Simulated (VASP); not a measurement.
Write the native input for VASP 6.6.1 that does the following.

* Task: single point
* Functional: PBE
* Potentials or basis: VASP PAW PBE potentials, release 64 (Be, Te)
* Cutoff: 520 eV
* k mesh: 4 × 4 × 4
* Occupations: gaussian, width 0.01 eV
* Spin: no spin polarisation
* Dipole correction: no
* Further INCAR settings: ALGO = Normal; EDIFF = 1e-06; NBANDS = 11

The structure of BeTe lies in POSCAR:

```
BeTe
1.0
    0.0000000000      2.8286228801      2.8286228801
    2.8286228801      0.0000000000      2.8286228801
    2.8286228801      2.8286228801      0.0000000000
Be Te
1 1
Direct
    0.0000000000      0.0000000000      0.0000000000
    0.2500000000      0.2500000000      0.2500000000
```

One way to write it, as run:

INCAR

```
PREC = Accurate ; ENCUT = 520
EDIFF = 1E-6 ; ISMEAR = 0
SIGMA = 0.01 ; LREAL = False
LASPH = True ; NELM = 80
ALGO = Normal ; ISIF = 2
LWAVE = False ; LCHARG = False
GGA = PE ; NBANDS = 11
```

KPOINTS

```
regular mesh
0
Gamma
  4 4 4
```

Potentials or basis: VASP PAW PBE potentials, release 64 (Be, Te).

The run is started by

```sh
$ cat potpaw_PBE.64/Be/POTCAR potpaw_PBE.64/Te/POTCAR > POTCAR
$ mpirun -np 1 vasp_std > vasp.out
```

It gave:

```yaml
Pressure: 0.8 GPa
Band_gap_on_the_k_mesh: 2.00 eV, indirect (least direct gap 3.61 eV)
```

Caveat: the k points lie up to 0.48 Å⁻¹ apart; spin-orbit coupling is left out, which moves the levels of the heavy elements.

It took 7.9 s on 1 thread of Intel(R) Xeon(R) Platinum 8488C (Sapphire Rapids), with other jobs on the host, peak memory 0.16 GiB.
